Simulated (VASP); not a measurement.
# Br (I4/mmm) in VASP: notebook, part 2 of 2

VASP 6.6.1. Earlier steps stand in the parts before.

## 3. Single point, PBE+D3(BJ)

This run uses another cell than the first one, of 22.98 Å³/atom.

Input file INCAR:

```
PREC = Accurate
ENCUT = 520
EDIFF = 1E-6
ISMEAR = 0
SIGMA = 0.15
LREAL = F
LASPH = T
NELM = 100
ALGO = Normal
ISIF = 2
LWAVE = F
LCHARG = F
GGA = PE
IVDW = 12
NBANDS = 10
```

Input file KPOINTS:

```
regular mesh
0
Gamma
  22 22 22
```

Input file POSCAR:

```
Br
1.0
   -1.3742500000      1.3742500000      3.0415500000
    1.3742500000     -1.3742500000      3.0415500000
    1.3742500000      1.3742500000     -3.0415500000
Br
1
Direct
    0.0000000000      0.0000000000      0.0000000000
```

Potentials or basis: VASP PAW PBE potentials, release 64 (Br).

Run with:

```console
> cat potpaw_PBE.64/Br/POTCAR > POTCAR
> mpirun -np 1 vasp_std > vasp.out
```

OUTCAR:

```text
PREC = Accurate
   ENCUT = 520
   EDIFF = 1E-6
   ISMEAR = 0
   LREAL = F
   LASPH = T
   NELM = 100
   ISIF = 2
   GGA = PE
   IVDW = 12
 IVDW          = 12

 ion  position               nearest neighbor table
   1  0.000  0.000  0.000-

  LATTYP: Found a body centered tetragonal cell.
 ALAT       =     2.7485000000
 C/A-ratio  =     2.2132435874

  Lattice vectors:

 A1 = (  -1.3742500000,   1.3742500000,   3.0415500000)
 A2 = (   1.3742500000,  -1.3742500000,   3.0415500000)
 A3 = (   1.3742500000,   1.3742500000,  -3.0415500000)

Analysis of symmetry for initial positions (statically):
=====================================================================
 Subroutine PRICEL returns:
 Original cell was already a primitive cell.

 Routine SETGRP: Setting up the symmetry group for a
 body centered tetragonal supercell.

 Subroutine GETGRP returns: Found 16 space group operations
 (whereof 16 operations were pure point group operations)
 out of a pool of 16 trial point group operations.

The static configuration has the point symmetry D_4h.

Analysis of symmetry for dynamics (positions and initial velocities):
=====================================================================
 Subroutine PRICEL returns:
 Original cell was already a primitive cell.

 Routine SETGRP: Setting up the symmetry group for a
 body centered tetragonal supercell.

 Subroutine GETGRP returns: Found 16 space group operations
 (whereof 16 operations were pure point group operations)
 out of a pool of 16 trial point group operations.

The dynamic configuration has the point symmetry D_4h.

 Subroutine INISYM returns: Found 16 space group operations
 (whereof 16 operations are pure point group operations),
 and found     1 'primitive' translations

----------------------------------------------------------------------------------------

                                     Primitive cell

  volume of cell :      22.9766

  direct lattice vectors                    reciprocal lattice vectors
    -1.374250000  1.374250000  3.041550000     0.000000000  0.363834819  0.164389867
[... 111 lines left out ...]
   AEXX    =    0.0000 exact exchange contribution
   IVDW    =    12    specifies the selected vdW correction
   LEPSILON=     F    determine dielectric tensor
   LRPA    =     F    only Hartree local field effects (RPA)
 non-spin polarized calculation
 Gauss-broadening in eV      SIGMA  =   0.15
  energy-cutoff  :      520.00
  volume of cell :       22.98
 maximum number of plane-waves:       632
   NGX = 13   NGY = 13   NGZ = 13

 number of electron       7.0000001 magnetization

 Free energy of the ion-electron system (eV)
  ---------------------------------------------------
  ext. energy  EPLUGINS =         0.00000000
  ---------------------------------------------------
  free energy    TOTEN  =        -1.27571529 eV

  energy without entropy =       -1.27188318  energy(sigma->0) =       -1.27379924

 E-fermi :   3.7773     XC(G=0):  -9.8384

 val. band max:        3.7697508083   @ k =  -0.3182   0.0909   0.0455
 cond. band min:       3.7859688919   @ k =  -0.2727  -0.2727   0.1818
 fundamental gap:      0.0162180836
 Fermi energy:         3.7772756496

 k-point     1 :       0.0000    0.0000    0.0000
  band No.  band energies     occupation
      1     -13.5873      2.00000
      2       2.0949      2.00000
      3       5.0493      0.00000
      4       5.0493      0.00000
      5      10.2102      0.00000
      6      13.6756      0.00000
      7      14.9272      0.00000
      8      19.2283      0.00000
      9      19.2283      0.00000
     10      20.6759      0.00000
[... 287 lines left out ...]
 k-point    24 :      -0.4545    0.0455    0.0000
  band No.  band energies     occupation
      1     -11.3566      2.00000
      2      -2.9440      2.00000
      3       1.6979      2.00000
      4       5.7266      0.00000
      5       9.8283      0.00000
      6      16.2440      0.00000
      7      17.5128      0.00000
      8      18.7265      0.00000
      9      21.8545      0.00000
     10      22.8051      0.00000

 [... further k-points ...]

------------------------ aborting loop because EDIFF is reached ----------------------------------------

 Edisp (eV)   -0.32223

 E8    (eV) :    -0.1282

  FORCE on cell =-STRESS in cart. coord.  units (eV):
  Direction    XX          YY          ZZ          XY          YZ          ZX
  --------------------------------------------------------------------------------------
  -------------------------------------------------------------------------------------
  Total       1.12206     1.12206     1.00316     0.00000    -0.00000     0.00000
  in kB      78.24172    78.24172    69.95080     0.00000    -0.00000     0.00000
  external pressure =       75.48 kB  Pullay stress =        0.00 kB

 VOLUME and BASIS-vectors are now :
 -----------------------------------------------------------------------------
  energy-cutoff  :      520.00
  volume of cell :       22.98
      direct lattice vectors                 reciprocal lattice vectors
    -1.374250000  1.374250000  3.041550000     0.000000000  0.363834819  0.164389867
     1.374250000 -1.374250000  3.041550000     0.363834819  0.000000000  0.164389867
     1.374250000  1.374250000 -3.041550000     0.363834819  0.363834819  0.000000000

 POSITION                                       TOTAL-FORCE (eV/Angst)
 -----------------------------------------------------------------------------------
      0.00000      0.00000      0.00000        -0.000000      0.000000     -0.000000
 -----------------------------------------------------------------------------------
    total drift:                               -0.000000      0.000000      0.000000

  FREE ENERGIE OF THE ION-ELECTRON SYSTEM (eV)
  ---------------------------------------------------
  free  energy   TOTEN  =        -1.5979422812 eV

  energy  without entropy=       -1.5941101679  energy(sigma->0) =       -1.59602622
```

OSZICAR:

```text
N       E                     dE             d eps       ncg     rms          rms(c)
DAV:   1     0.199783366556E+02    0.19978E+02   -0.30405E+03 16760   0.550E+02
DAV:   2    -0.597398449695E+00   -0.20576E+02   -0.19897E+02 21882   0.998E+01
DAV:   3    -0.131176843273E+01   -0.71437E+00   -0.70862E+00 20300   0.167E+01
DAV:   4    -0.131371064641E+01   -0.19422E-02   -0.19421E-02 20640   0.103E+00
DAV:   5    -0.131371493739E+01   -0.42910E-05   -0.42908E-05 19926   0.466E-02    0.807E+00
DAV:   6    -0.128659514909E+01    0.27120E-01   -0.17204E-02 18720   0.765E-01    0.489E+00
DAV:   7    -0.127580194739E+01    0.10793E-01   -0.34937E-02 18370   0.111E+00    0.122E-01
DAV:   8    -0.127571228627E+01    0.89661E-04   -0.13983E-03 18222   0.246E-01    0.218E-02
DAV:   9    -0.127571416440E+01   -0.18781E-05   -0.14482E-05 20966   0.277E-02    0.933E-03
DAV:  10    -0.127571525500E+01   -0.10906E-05   -0.21905E-06 18388   0.914E-03    0.281E-03
DAV:  11    -0.127571529429E+01   -0.39289E-07   -0.20752E-07  9944   0.289E-03
   1 F= -.15979423E+01 E0= -.15960262E+01  d E =-.383211E-02
```

stdout:

```text
POSCAR found type information on POSCAR Br
 POSCAR found :  1 types and       1 ions
 scaLAPACK will be used
 LDA part: xc-table for (Slater+PW92), standard interpolation
 POSCAR, INCAR and KPOINTS ok, starting setup
 FFT: planning ... GRIDC
 FFT: planning ... GRID_SOFT
 FFT: planning ... GRID
 WAVECAR not read
 entering main loop
```

Wall time 2.5 min (1 thread of Intel Xeon Platinum 8259CL at 2.50GHz (Skylake/Cascade Lake), shared host); peak memory 0.31 GiB.

What came out:

- Free energy: -1.5979 eV
- Pressure: 7.5 GPa
- Band gap on the k mesh: zero (an odd number of electrons rules out a gap without spin polarisation)
- Dispersion energy per atom: -0.322 eV

Stress tensor (GPa, compression positive):
```
7.82 0.00 0.00
0.00 7.82 0.00
0.00 0.00 7.00
```

Levels at points of the mesh, in eV from the Fermi level:
| k point | band 1 | band 2 | band 3 | band 4 | band 5 | band 6 | band 7 | band 8 |
| --- | --- | --- | --- | --- | --- | --- | --- | --- |
| (0.00, 0.00, 0.00) | -17.36 | -1.68 | 1.27 | 1.27 | 6.43 | 9.90 | 11.15 | 15.45 |
| (0.50, 0.00, 0.00) | -15.08 | -6.91 | -2.14 | 2.20 | 5.91 | 12.21 | 15.08 | 15.13 |
| (0.50, 0.50, 0.00) | -13.18 | -5.45 | -4.63 | -0.90 | 4.68 | 7.27 | 14.37 | 15.11 |
| (0.50, 0.50, 0.50) | -16.58 | -6.03 | 0.73 | 0.73 | 8.67 | 9.00 | 15.49 | 20.95 |

Caveat: the cell stands under pressure; an odd number of electrons without spin polarisation forces a metal; a magnetic or distorted state may lie lower.

## 4. Single point, PBE+D3(BJ)

This run uses another cell than the first one, of 23.44 Å³/atom.

Input file INCAR:

```
ALGO = Normal
EDIFF = 1E-6
ENCUT = 520
GGA = PE
ISIF = 2
ISMEAR = 0
IVDW = 12
LASPH = T
LCHARG = F
LREAL = F
LWAVE = F
NBANDS = 10
NELM = 60
PREC = Accurate
SIGMA = 0.15
```

Input file KPOINTS:

```
k-points
0
Gamma
  22 22 22
```

Input file POSCAR:

```
Br
1.0
   -1.3505500000      1.3505500000      3.2121000000
    1.3505500000     -1.3505500000      3.2121000000
    1.3505500000      1.3505500000     -3.2121000000
Br
1
Direct
    0.0000000000      0.0000000000      0.0000000000
```

Run with:

```console
> cat potpaw_PBE.64/Br/POTCAR > POTCAR
> mpirun -np 1 vasp_std > vasp.out
```

Wall time 2.5 min (1 thread of Intel Xeon Platinum 8259CL at 2.50GHz (Skylake/Cascade Lake), shared host); peak memory 0.31 GiB.

The run converged. Its results:

```yaml
Free_energy: -1.5883 eV
Pressure: 9.4 GPa
Band_gap_on_the_k_mesh: zero (an odd number of electrons rules out a gap without spin polarisation)
Dispersion_energy_per_atom: -0.315 eV
```

Stress tensor (GPa, compression positive):
```
12.37  0.00  0.00
 0.00 12.37  0.00
 0.00  0.00  3.52
```

Levels at points of the mesh, in eV from the Fermi level:
| k point | band 1 | band 2 | band 3 | band 4 | band 5 | band 6 | band 7 | band 8 |
| --- | --- | --- | --- | --- | --- | --- | --- | --- |
| (0.00, 0.00, 0.00) | -17.71 | -2.56 | 1.25 | 1.25 | 5.46 | 9.56 | 10.95 | 15.92 |
| (0.50, 0.00, 0.00) | -15.33 | -7.34 | -2.50 | 2.39 | 5.51 | 12.35 | 14.20 | 15.28 |
| (0.50, 0.50, 0.00) | -13.22 | -5.70 | -5.14 | -0.95 | 4.38 | 7.35 | 13.20 | 14.33 |
| (0.50, 0.50, 0.50) | -17.16 | -6.16 | 0.88 | 0.88 | 8.70 | 9.38 | 14.08 | 20.40 |

Caveat: the cell stands under pressure; an odd number of electrons without spin polarisation forces a metal; a magnetic or distorted state may lie lower.

## 5. The runs side by side

| cell | gap on the mesh (eV) | pressure (GPa) |
| --- | --- | --- |
| a = 3.592 Å, angles 135.8, 135.8, 64.3°, 1 atom | none | 11.2 |
| a = 3.609 Å, angles 135.2, 135.2, 65.2°, 1 atom | none | 7.5 |
| a = 3.737 Å, angles 137.6, 137.6, 61.5°, 1 atom | none | 9.4 |

Alike in all rows: task single point; level PBE+D3(BJ); potentials or basis VASP PAW PBE potentials, release 64 (Br); no spin polarisation; k mesh 22 × 22 × 22; cutoff (eV) 520; smearing gaussian 0.15 eV.

Caveats: the cell stands under pressure; an odd number of electrons without spin polarisation forces a metal; a magnetic or distorted state may lie lower.

Total energies depend on the potentials used, so only differences within one code and one set of settings carry meaning.
